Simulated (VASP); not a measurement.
Input of a VASP 6.6.1 run:

Contents of INCAR:

```
PREC     = Accurate       # precision mode
ENCUT    = 600            # plane-wave cutoff, eV
EDIFF    = 1E-6           # SCF threshold, eV
ISMEAR   = 0              # smearing method
SIGMA    = 0.1            # smearing width, eV
LREAL    = F              # projectors in reciprocal space
LASPH    = T              # aspherical terms in the spheres
NELM     = 100            # most SCF steps
ALGO     = Normal         # electronic algorithm
ISIF     = 3              # what is computed and relaxed
LWAVE    = F              # write WAVECAR
LCHARG   = F              # write CHGCAR
GGA      = PE             # functional
IBRION   = 2              # ionic algorithm
NSW      = 90             # ionic steps
EDIFFG   = -0.04          # ionic threshold
```

KPOINTS

```
Automatic mesh
0
Gamma
  4 4 4
```

POSCAR

```
Ti2Si3
1.0
    5.4117791300      0.0000000000      0.0000000000
    0.0000000000      5.4117791300      0.0000000000
    0.0000000000      0.0000000000      5.4117791300
Ti Si
4 6
Direct
    0.2500000000      0.2500000000      0.2500000000
    0.2500000000      0.7500000000      0.7500000000
    0.7500000000      0.7500000000      0.2500000000
    0.7500000000      0.2500000000      0.7500000000
    0.0000000000      0.5000000000      0.5000000000
    0.0000000000      0.5000000000      0.0000000000
    0.5000000000      0.0000000000      0.5000000000
    0.0000000000      0.0000000000      0.5000000000
    0.5000000000      0.0000000000      0.0000000000
    0.5000000000      0.5000000000      0.0000000000
```

Potentials or basis: VASP PAW PBE potentials, release 64 (Ti_sv, Si).

Launch:

```console
$ cat potpaw_PBE.64/Ti_sv/POTCAR potpaw_PBE.64/Si/POTCAR > POTCAR
$ mpirun -np 1 vasp_std > vasp.out
```

Problem. What does it give for the band gap on the k mesh?

Solution. Zero (bands 36 and 37 overlap by 0.77 eV).

Problem. Estimate the relaxed volume.

Solution. 20.19 Å³/atom.

Problem. What does it give for the space group after relaxing (to 0.1 Å)?

Solution. Pn-3m (No. 224).

Step by step:
| step | energy change (eV) | largest force (eV/Å) | pressure (GPa) | volume (Å³) |
| --- | --- | --- | --- | --- |
| 1 | 0.0000 | 0.0000 | 29.14 | 158.50 |
| 2 | -2.2686 | 0.0000 | -8.84 | 234.25 |
| 3 | -3.2810 | 0.0000 | -0.04 | 201.89 |

Caveat: the volume moved by over 15 % at a fixed basis, so the end points are rough.
